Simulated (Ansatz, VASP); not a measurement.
# H4C in VASP and in Ansatz

The input POSCAR:

```
H4C
1.0
    7.9581140000      0.0000000000      0.0000000000
    0.0000000000      7.9581140000      0.0000000000
    0.0000000000      0.0000000000      7.9581140000
C H
8 32
Direct
    0.6680541000      0.8040229000      0.2231092000
    0.9353586000      0.5152735000      0.5161874000
    0.1178521000      0.3340896000      0.0427740000
    0.3182637000      0.9219032000      0.8483528000
    0.3801488000      0.1322829000      0.4618999000
    0.4643392000      0.5949887000      0.5489645000
    0.5744497000      0.4063189000      0.1597130000
    0.8177636000      0.9926595000      0.8535472000
    0.7081944000      0.9150552000      0.2924563000
    0.5662495000      0.7422995000      0.2907441000
    0.7734559000      0.7175450000      0.2104412000
    0.6243168000      0.8411919000      0.0987953000
    1.0099531000      0.6076509000      0.4479928000
    1.0186641000      0.4309795000      0.5847670000
    0.8601201000      0.4429448000      0.4275524000
    0.8526971000      0.5795186000      0.6044375000
    0.2513430000      0.3504023000      0.0170344000
    0.0634467000      0.4542374000      0.0795574000
    0.1016643000      0.2436601000      0.1443067000
    0.0549544000      0.2880588000     -0.0698026000
    0.1907883000      0.9111843000      0.8971747000
    0.3365728000      1.0469253000      0.7956016000
    0.3378175000      0.8278742000      0.7507585000
    0.4078760000      0.9016290000      0.9498762000
    0.2946732000      0.1564082000      0.5661127000
    0.3172346000      0.0546264000      0.3683065000
    0.4912480000      0.0669817000      0.5081726000
    0.4174395000      0.2511152000      0.4050076000
    0.4297082000      0.7248998000      0.5748918000
    0.3518179000      0.5227907000      0.5193863000
    0.5254514000      0.5412015000      0.6590584000
    0.5503792000      0.5910626000      0.4425213000
    0.4424653000      0.3788945000      0.1357032000
    0.5881496000      0.4578534000      0.2858279000
    0.6195426000      0.4974612000      0.0680171000
    0.6476411000      0.2910666000      0.1493040000
    0.8868305000      1.0717440000      0.9414326000
    0.7477154000      0.8976701000      0.9229640000
    0.9057770000      0.9313513000      0.7684391000
    0.7307316000      1.0698727000      0.7813531000
```

The input INCAR.step1:

```
SYSTEM = H4C
PREC = Accurate
ENCUT = 520
ISMEAR = -1
SIGMA = 0.02
LREAL = Auto
LASPH = .TRUE.
NELM = 60
GGA = PE
ALGO = Normal
EDIFF = 1E-4
LWAVE = .TRUE.
LCHARG = .FALSE.
```

Contents of INCAR.step2:

```
SYSTEM = H4C
PREC = Accurate
ENCUT = 520
EDIFF = 1E-6
ISMEAR = -1
SIGMA = 0.02
LREAL = Auto
LASPH = .TRUE.
NELM = 60
ALGO = Normal
ISIF = 2
LWAVE = .FALSE.
LCHARG = .FALSE.
METAGGA = R2SCAN
LMIXTAU = .TRUE.
IVDW = 12
VDW_S6 = 1.0
VDW_S8 = 0.78981345
VDW_A1 = 0.49484001
VDW_A2 = 5.73083694
IBRION = 2
NSW = 35
EDIFFG = -0.3
ISTART = 1
```

The input KPOINTS:

```
regular mesh
0
G
  1 1 1
  0 0 0
```

Input for Ansatz:

```yaml
accuracy: low
crystal:
  lattice:
    - [7.958114, 0.0, 0.0]
    - [0.0, 7.958114, 0.0]
    - [0.0, 0.0, 7.958114]
  atoms:
    - { symbol: C, position: [0.6680541, 0.8040229, 0.2231092] }
    - { symbol: H, position: [0.7081944, 0.9150552, 0.2924563] }
    - { symbol: H, position: [0.5662495, 0.7422995, 0.2907441] }
    - { symbol: H, position: [0.7734559, 0.717545, 0.2104412] }
    - { symbol: H, position: [0.6243168, 0.8411919, 0.0987953] }
    - { symbol: C, position: [0.9353586, 0.5152735, 0.5161874] }
    - { symbol: H, position: [1.0099531, 0.6076509, 0.4479928] }
    - { symbol: H, position: [1.0186641, 0.4309795, 0.584767] }
    - { symbol: H, position: [0.8601201, 0.4429448, 0.4275524] }
    - { symbol: H, position: [0.8526971, 0.5795186, 0.6044375] }
    - { symbol: C, position: [0.1178521, 0.3340896, 0.042774] }
    - { symbol: H, position: [0.251343, 0.3504023, 0.0170344] }
    - { symbol: H, position: [0.0634467, 0.4542374, 0.0795574] }
    - { symbol: H, position: [0.1016643, 0.2436601, 0.1443067] }
    - { symbol: H, position: [0.0549544, 0.2880588, -0.0698026] }
    - { symbol: C, position: [0.3182637, 0.9219032, 0.8483528] }
    - { symbol: H, position: [0.1907883, 0.9111843, 0.8971747] }
    - { symbol: H, position: [0.3365728, 1.0469253, 0.7956016] }
    - { symbol: H, position: [0.3378175, 0.8278742, 0.7507585] }
    - { symbol: H, position: [0.407876, 0.901629, 0.9498762] }
    - { symbol: C, position: [0.3801488, 0.1322829, 0.4618999] }
    - { symbol: H, position: [0.2946732, 0.1564082, 0.5661127] }
    - { symbol: H, position: [0.3172346, 0.0546264, 0.3683065] }
    - { symbol: H, position: [0.491248, 0.0669817, 0.5081726] }
    - { symbol: H, position: [0.4174395, 0.2511152, 0.4050076] }
    - { symbol: C, position: [0.4643392, 0.5949887, 0.5489645] }
    - { symbol: H, position: [0.4297082, 0.7248998, 0.5748918] }
    - { symbol: H, position: [0.3518179, 0.5227907, 0.5193863] }
    - { symbol: H, position: [0.5254514, 0.5412015, 0.6590584] }
    - { symbol: H, position: [0.5503792, 0.5910626, 0.4425213] }
    - { symbol: C, position: [0.5744497, 0.4063189, 0.159713] }
    - { symbol: H, position: [0.4424653, 0.3788945, 0.1357032] }
    - { symbol: H, position: [0.5881496, 0.4578534, 0.2858279] }
    - { symbol: H, position: [0.6195426, 0.4974612, 0.0680171] }
    - { symbol: H, position: [0.6476411, 0.2910666, 0.149304] }
    - { symbol: C, position: [0.8177636, 0.9926595, 0.8535472] }
    - { symbol: H, position: [0.8868305, 1.071744, 0.9414326] }
    - { symbol: H, position: [0.7477154, 0.8976701, 0.922964] }
    - { symbol: H, position: [0.905777, 0.9313513, 0.7684391] }
    - { symbol: H, position: [0.7307316, 1.0698727, 0.7813531] }
basis:
  ecutwfc: 500.0
kpoints:
  mp_grid: { grid: [1, 1, 1] }
hamiltonian:
  xc: r2scan
  dispersion: d3bj
scf:
  occupations: { method: fermi_dirac, width: 0.02 }
  lower_state_search: "off"
relax:
  f_tol: 0.3
  max_steps: 15
  adjacent_minimum: "off"
output:
  write_density: true
  write_potential: true
  elf: true
  volumetric_format: npy
```

Alike in both runs: task relaxation of the atoms; functional r2SCAN; dispersion D3(BJ); k mesh 1 × 1 × 1; occupations fermi-dirac, width 0.02 eV; no spin polarisation.

|  | VASP | Ansatz |
| --- | --- | --- |
| version | VASP 6.6.1 | Ansatz 0.2.0 |
| potentials or method | VASP PAW PBE potentials, release 64 (C, H), cutoff 520 eV | scalar-relativistic, plane waves, PAW |
| valence electrons in the cell | 64 | 64 |

|  | VASP | Ansatz | Ansatz less VASP |
| --- | --- | --- | --- |
| gap on the k mesh at the Fermi level, each at its own relaxed structure (eV) | 7.81 | 8.25 | +0.439 |

VASP's potentials were made for PBE, not for r2SCAN. Ansatz's warnings: dispersion damping borrowed, xc potential rough in thin density.
